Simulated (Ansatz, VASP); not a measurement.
Si in VASP and in Ansatz

```xyz
2
Lattice="0.0000 2.7000 2.7000 2.7000 0.0000 2.7000 2.7000 2.7000 0.0000" Properties=species:S:1:pos:R:3 pbc="T T T"
Si    0.0000    0.0000    0.0000
Si    1.2846    1.2846    1.2846
```

Alike in both runs: task single point; functional PBE; k mesh 3 × 3 × 3; occupations fermi-dirac, width 0.05 eV; no spin polarisation.

|  | VASP | Ansatz |
| --- | --- | --- |
| version | VASP 6.6.1 | Ansatz 0.2 development build |
| potentials or method | VASP PAW PBE potentials, release 64 (Si), cutoff 500 eV | all-electron full-potential LAPW, scalar-relativistic |

|  | VASP | Ansatz | Ansatz less VASP |
| --- | --- | --- | --- |
| pressure (GPa) | 6.3 | 6.3 | +0.03 |
| traceless stress, the component that is largest in VASP (GPa) | 3.29 | 3.31 | +0.017 |
| rms of the force components (eV/Å) | 1.151 | 1.153 | +0.0019 |

Atom by atom the forces differ by 0.002 eV/Å (rms over components). Ansatz ran all-electron here, and VASP with PAW potentials.

The k mesh is coarse, so the values compare programs but aren't converged.
